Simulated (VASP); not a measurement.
# ZnRe (P-6m2) in VASP: notebook

Runs on ZnRe. Level: PBEsol. Tasks: single point.

Program: VASP 6.6.1. These are calculated values, not measurements. Logs are shortened: lines on timing, memory, paths and dates and some standing lists are left out, and cuts for length are marked.

## (1) The cell of the first run

Symmetry: P-6m2, No. 187, hexagonal system. Conventional cell: a = 2.748 Å, b = 2.748 Å, c = 4.494 Å, α = 90.00°, β = 90.00°, γ = 120.00°. Zn (site symmetry -6m2) has 6 Zn at 2.75 Å and 6 Re at 2.75 Å within 3.6 Å. Within 3.6 Å of Re (site symmetry -6m2) lie 6 Re at 2.75 Å and 6 Zn at 2.75 Å.

## (2) Single point, PBEsol, collinear spin

INCAR

```
SYSTEM = ZnRe
PREC     = Accurate       ! precision mode
ENCUT    = 520            ! plane-wave cutoff, eV
EDIFF    = 1E-6           ! SCF threshold, eV
ISMEAR   = -1             ! smearing method
SIGMA    = 0.08           ! smearing width, eV
LREAL    = .False.        ! projectors in reciprocal space
LASPH    = .True.         ! aspherical terms in the spheres
NELM     = 150            ! most SCF steps
ALGO     = Normal         ! electronic algorithm
ISIF     = 2              ! what is computed and relaxed
LWAVE    = .False.        ! write WAVECAR
LCHARG   = .False.        ! write CHGCAR
ISPIN    = 2              ! spin polarisation
MAGMOM   = 0 0.5          ! initial moments
LORBIT   = 11             ! projections on sites
NUPDOWN  = 0.5            ! fixed moment
LMAXMIX  = 4              ! l up to which the mixer works
GGA      = PS             ! functional
NBANDS   = 20             ! bands
```

KPOINTS

```
Automatic mesh
0
Gamma
  16 16 9
  0 0 0
```

POSCAR

```
ZnRe
1.0
    2.7482183437      0.0000000000      0.0000000000
   -1.3741091718      2.3800269008      0.0000000000
    0.0000000000      0.0000000000      4.4940660000
Zn Re
1 1
Direct
    0.0000000000      0.0000000000      0.0000000000
    0.3333333333      0.6666666667      0.5000000000
```

Potentials or basis: VASP PAW PBE potentials, release 64 (Zn, Re).

Run with:

```sh
$ cat potpaw_PBE.64/Zn/POTCAR potpaw_PBE.64/Re/POTCAR > POTCAR
$ mpirun -np 1 vasp_std > vasp.out
```

OUTCAR:

```text
SYSTEM = ZnRe
   PREC = Accurate
   ENCUT = 520
   EDIFF = 1E-6
   ISMEAR = -1
   LREAL = .False.
   LASPH = .True.
   NELM = 150
   ISIF = 2
   ISPIN = 2
   LORBIT = 11
   NUPDOWN = 0.5
   GGA = PS

 ion  position               nearest neighbor table
   1  0.000  0.000  0.000-   2 2.75   2 2.75   2 2.75   2 2.75   2 2.75   2 2.75
   2  0.333  0.667  0.500-   1 2.75   1 2.75   1 2.75   1 2.75   1 2.75   1 2.75

  LATTYP: Found a hexagonal cell.
 ALAT       =     2.7482183437
 C/A-ratio  =     1.6352652657

  Lattice vectors:

 A1 = (   2.7482183437,   0.0000000000,   0.0000000000)
 A2 = (  -1.3741091718,   2.3800269008,   0.0000000000)
 A3 = (   0.0000000000,   0.0000000000,   4.4940660000)

Analysis of symmetry for initial positions (statically):
=====================================================================
 Subroutine PRICEL returns:
 Original cell was already a primitive cell.

 Routine SETGRP: Setting up the symmetry group for a
 hexagonal supercell.

 Subroutine GETGRP returns: Found 12 space group operations
 (whereof 12 operations were pure point group operations)
 out of a pool of 24 trial point group operations.

The static configuration has the point symmetry D_3h.

Analysis of symmetry for dynamics (positions and initial velocities):
=====================================================================
 Subroutine PRICEL returns:
 Original cell was already a primitive cell.

 Routine SETGRP: Setting up the symmetry group for a
 hexagonal supercell.

 Subroutine GETGRP returns: Found 12 space group operations
 (whereof 12 operations were pure point group operations)
 out of a pool of 24 trial point group operations.

The dynamic configuration has the point symmetry D_3h.

Analysis of structural, dynamic, and magnetic symmetry:
=====================================================================
 Subroutine PRICEL returns:
 Original cell was already a primitive cell.

 Routine SETGRP: Setting up the symmetry group for a
 hexagonal supercell.

 Subroutine GETGRP returns: Found 12 space group operations
 (whereof 12 operations were pure point group operations)
 out of a pool of 24 trial point group operations.

The overall configuration has the point symmetry D_3h.

 Subroutine INISYM returns: Found 12 space group operations
 (whereof 12 operations are pure point group operations),
 and found     1 'primitive' translations

----------------------------------------------------------------------------------------

                                     Primitive cell

  volume of cell :      29.3949

  direct lattice vectors                    reciprocal lattice vectors
     2.748218344  0.000000000  0.000000000     0.363872107  0.210081659  0.000000000
    -1.374109172  2.380026901  0.000000000     0.000000000  0.420163318  0.000000000
     0.000000000  0.000000000  4.494066000     0.000000000  0.000000000  0.222515646

  length of vectors
     2.748218344  2.748218344  4.494066000     0.420163318  0.420163318  0.222515646

  position of ions in fractional coordinates (direct lattice)
     0.000000000  0.000000000  0.000000000
     0.333333333  0.666666667  0.500000000

  ion indices of the primitive-cell ions
   primitive index   ion index
                 1           1
                 2           2

----------------------------------------------------------------------------------------

 KPOINTS: Automatic mesh

Automatic generation of k-mesh.
 Grid dimensions read from file:
 generate k-points for:   16   16    9

 Generating k-lattice:

  Cartesian coordinates                     Fractional coordinates (reciprocal lattice)
     0.022742007  0.013130104  0.000000000     0.062500000  0.000000000  0.000000000
     0.000000000  0.026260207  0.000000000     0.000000000  0.062500000  0.000000000
     0.000000000  0.000000000  0.024723961     0.000000000  0.000000000  0.111111111

  Length of vectors
     0.026260207  0.026260207  0.024723961

  Shift w.r.t. Gamma in fractional coordinates (k-lattice)
     0.000000000  0.000000000  0.000000000

 Subroutine IBZKPT returns following result:
 ===========================================

 Found    150 irreducible k-points:

 Following reciprocal coordinates:
            Coordinates               Weight
  0.000000  0.000000  0.000000      1.000000
  0.062500  0.000000  0.000000      6.000000
  0.125000  0.000000  0.000000      6.000000
  0.187500  0.000000  0.000000      6.000000
  0.250000  0.000000  0.000000      6.000000
  0.312500  0.000000  0.000000      6.000000
[... 16 lines left out ...]
  0.187500  0.187500  0.000000      6.000000
  0.250000  0.187500  0.000000     12.000000
 [... further k-points ...]
   k-points           NKPTS =    150   k-points in BZ     NKDIM =    150   number of bands    NBANDS=     20
   number of dos      NEDOS =    301   number of ions     NIONS =      2
   total plane-waves  NPLWV =  14400
   dimension x,y,z NGX =    20 NGY =   20 NGZ =   36
   dimension x,y,z NGXF=    40 NGYF=   40 NGZF=   72
   ions per type =               1   1
   NGX,Y,Z   is equivalent  to a cutoff of  12.10, 12.10, 13.32 a.u.
   NGXF,Y,Z  is equivalent  to a cutoff of  24.20, 24.20, 26.63 a.u.
 SYSTEM =  ZnRe
   PREC   = accura    normal or accurate (medium, high low for compatibility)
   ISTART =      0    job   : 0-new  1-cont  2-samecut
   ICHARG =      2    charge: 1-file 2-atom 10-const
   ISPIN  =      2    spin polarized calculation?
   LNONCOLLINEAR =      F non collinear calculations
   LSORBIT =      F    spin-orbit coupling
   LASPH  =      T    aspherical Exc in radial PAW
   ENCUT  =  520.0 eV  38.22 Ry    6.18 a.u.   5.11  5.11  8.36*2*pi/ulx,y,z
   NELM   =    150;   NELMIN=  2; NELMDL= -5     # of ELM steps
   EDIFF  = 0.1E-05   stopping-criterion for ELM
   LREAL  =      F    real-space projection
   EDIFFG = 0.1E-04   stopping-criterion for IOM
   NSW    =      0    number of steps for IOM
   IBRION =     -1    ionic relax: 0-MD 1-quasi-New 2-CG
   NFREE  =      0    steps in history (QN), initial steepest desc. (CG)
   ISIF   =      2    stress and relaxation
   ISYM   =      2    0-nonsym 1-usesym 2-fastsym
   POTIM  = 0.5000    time-step for ionic-motion
   TEBEG  =    0.0;   TEEND  =   0.0 temperature during run
   PSTRESS=    0.0 pullay stress
   NELECT =      19.0000    total number of electrons
   NUPDOWN=       0.5000    fix difference up-down
   EMIN   =  10.00;   EMAX   =-10.00  energy-range for DOS
   EFERMI =   0.00;   METHOD = LEGACY
   ISMEAR =    -1;   SIGMA  =   0.08  broadening in eV -4-tet -1-fermi 0-gaus
   EFERMI_NEDOS =   21; number of points for ismear=-14 and -15
   IALGO  =     38    algorithm
   IMIX   =      4    mixing-type and parameters
     AMIX     =   0.40;   BMIX     =  1.00
     AMIX_MAG =   1.60;   BMIX_MAG =  1.00
  volume/ion in A,a.u.               =      14.70        99.18
  Fermi-wavevector in a.u.,A,eV,Ry     =   1.415474  2.674858 27.260173  2.003566
  Thomas-Fermi vector in A             =   2.536909
   LORBIT       =     11    0 simple, 1 ext, 2 COOP (PROOUT), +10 PAW based schemes
   GGA     = PS    functional components
   LHFCALC =     F    Hartree Fock is set to
   AEXX    =    0.0000 exact exchange contribution
   IVDW    =     0    specifies the selected vdW correction
   LEPSILON=     F    determine dielectric tensor
   LRPA    =     F    only Hartree local field effects (RPA)
 spin polarized calculation
  energy-cutoff  :      520.00
  volume of cell :       29.39
 maximum number of plane-waves:       804
   NGX = 11   NGY = 11   NGZ = 17

 number of electron      19.0000012 magnetization       0.5000000

 Free energy of the ion-electron system (eV)
  ---------------------------------------------------
  ext. energy  EPLUGINS =         0.00000000
  ---------------------------------------------------
  free energy    TOTEN  =       -14.39010710 eV

  energy without entropy =      -14.36290322  energy(sigma->0) =      -14.37650516

 E-fermi :   5.0715     XC(G=0): -12.9077

 val. band max:        5.5615097742   @ k =   0.5000   0.0000   0.3333
 cond. band min:       5.0797957427   @ k =   0.4375   0.0625   0.4444
 fundamental gap:     -0.4817140315
 Fermi energy:         5.5776245056

 spin component 1

 k-point     1 :       0.0000    0.0000    0.0000
  band No.  band energies     occupation
      1      -4.9845      1.00000
      2      -2.5647      1.00000
      3      -1.9169      1.00000
      4      -1.9169      1.00000
      5      -1.5413      1.00000
      6      -1.5413      1.00000
[... 12 lines left out ...]
     19      25.1600      0.00000
     20      25.1600      0.00000
[... 507 lines left out ...]
 k-point    24 :       0.2500    0.1875    0.0000
  band No.  band energies     occupation
      1      -2.2820      1.00000
      2      -2.1355      1.00000
      3      -1.9688      1.00000
      4      -1.8669      1.00000
      5      -1.7841      1.00000
      6      -0.2740      1.00000
[... 12 lines left out ...]
     19      24.2692      0.00000
     20      27.0435      0.00000

 [... further k-points ...]

 spin component 2

 k-point     1 :       0.0000    0.0000    0.0000
  band No.  band energies     occupation
      1      -4.8656      1.00000
      2      -2.5270      1.00000
      3      -1.9008      1.00000
      4      -1.9008      1.00000
      5      -1.5168      1.00000
      6      -1.5168      1.00000
[... 12 lines left out ...]
     19      25.2596      0.00000
     20      25.2596      0.00000
[... 507 lines left out ...]
 k-point    24 :       0.2500    0.1875    0.0000
  band No.  band energies     occupation
      1      -2.2504      1.00000
      2      -2.0983      1.00000
      3      -1.9369      1.00000
      4      -1.8316      1.00000
      5      -1.7542      1.00000
      6      -0.1849      1.00000
[... 12 lines left out ...]
     19      24.4269      0.00000
     20      27.1207      0.00000

 [... further k-points ...]

------------------------ aborting loop because EDIFF is reached ----------------------------------------

  FORCE on cell =-STRESS in cart. coord.  units (eV):
  Direction    XX          YY          ZZ          XY          YZ          ZX
  --------------------------------------------------------------------------------------
  -------------------------------------------------------------------------------------
  Total       -1.4871848     -1.4871848     -1.6090880     -0.0000000      0.0000000      0.0000000
  in kB      -81.0593259    -81.0593259    -87.7036845     -0.0000000      0.0000000      0.0000000
  external PRESSURE =     -83.2741121 kB  Pullay stress =       0.0000000 kB

 VOLUME and BASIS-vectors are now :
 -----------------------------------------------------------------------------
  energy-cutoff  :      520.00
  volume of cell :       29.39
      direct lattice vectors                 reciprocal lattice vectors
     2.748218344  0.000000000  0.000000000     0.363872107  0.210081659  0.000000000
    -1.374109172  2.380026901  0.000000000     0.000000000  0.420163318  0.000000000
     0.000000000  0.000000000  4.494066000     0.000000000  0.000000000  0.222515646

 POSITION                                       TOTAL-FORCE (eV/Angst)
 -----------------------------------------------------------------------------------
      0.00000      0.00000      0.00000        -0.000000     -0.000000      0.000000
     -0.00000      1.58668      2.24703         0.000000      0.000000      0.000000
 -----------------------------------------------------------------------------------
    total drift:                                0.000000     -0.000000      0.000000

  FREE ENERGIE OF THE ION-ELECTRON SYSTEM (eV)
  ---------------------------------------------------
  free  energy   TOTEN  =       -14.3901070989 eV

  energy  without entropy=      -14.3629032217  energy(sigma->0) =      -14.37650516

 total charge

# of ion       s       p       d       tot
------------------------------------------
    1        0.602   0.547   9.742  10.891
    2        0.577   0.586   4.745   5.908
--------------------------------------------------
tot          1.179   1.133  14.487  16.799

 magnetization (x)

# of ion       s       p       d       tot
------------------------------------------
    1       -0.000   0.010   0.015   0.026
    2        0.007   0.018   0.409   0.433
--------------------------------------------------
tot          0.007   0.028   0.424   0.459
```

It took 61 s on 1 thread of Intel Xeon 6975P-C (Granite Rapids), shared host; peak memory 0.26 GiB.

Results:

* Free energy: -14.3901 eV
* Pressure: -8.3 GPa
* Net moment: 0.50 μB per cell
* Site moments: Zn +0.03; Re +0.43 μB
* Valence electrons inside the program's atomic spheres: Zn 10.89; Re 5.91

Caveat: the cell stands under tension; the PAW data sets were made with another functional, which shifts forces and pressure a little; spin-orbit coupling is left out, which moves the levels of the heavy elements; the total moment is fixed, so each spin has its own Fermi level and the state may be an excited one.

## (3) Single point, PBEsol, collinear spin

INCAR

```
PREC     = Accurate       # precision mode
ENCUT    = 520            # plane-wave cutoff, eV
EDIFF    = 1E-6           # SCF threshold, eV
ISMEAR   = -1             # smearing method
SIGMA    = 0.08           # smearing width, eV
LREAL    = False          # projectors in reciprocal space
LASPH    = True           # aspherical terms in the spheres
NELM     = 150            # most SCF steps
ALGO     = Normal         # electronic algorithm
ISIF     = 2              # what is computed and relaxed
LWAVE    = False          # write WAVECAR
LCHARG   = False          # write CHGCAR
ISPIN    = 2              # spin polarisation
MAGMOM   = 0 0.5          # initial moments
LORBIT   = 11             # projections on sites
NUPDOWN  = 0.5            # fixed moment
LMAXMIX  = 4              # l up to which the mixer works
GGA      = PS             # functional
NBANDS   = 20             # bands
```

KPOINTS

```
Automatic mesh
0
Gamma
  16 16 9
```

POSCAR is that of step 2.

Potentials or basis: VASP PAW PBE potentials, release 64 (Zn, Re).

Run with:

```sh
$ cat potpaw_PBE.64/Zn/POTCAR potpaw_PBE.64/Re/POTCAR > POTCAR
$ mpirun -np 1 vasp_std > vasp.out
```

Wall time 62 s (1 thread of Intel Xeon 6975P-C (Granite Rapids), shared host); peak memory 0.26 GiB.

It converged, with:

| Property | Result |
| --- | --- |
| Free energy | -14.3901 eV |
| Pressure | -8.3 GPa |
| Net moment | 0.50 μB per cell |
| Site moments | Zn +0.03; Re +0.43 μB |
| Valence electrons inside the program's atomic spheres | Zn 10.89; Re 5.91 |

Stress tensor (GPa, compression positive):
```
-8.11  0.00  0.00
 0.00 -8.11  0.00
 0.00  0.00 -8.77
```

Caveat: the cell stands under tension; the PAW data sets were made with another functional, which shifts forces and pressure a little; spin-orbit coupling is left out, which moves the levels of the heavy elements; the total moment is fixed, so each spin has its own Fermi level and the state may be an excited one.
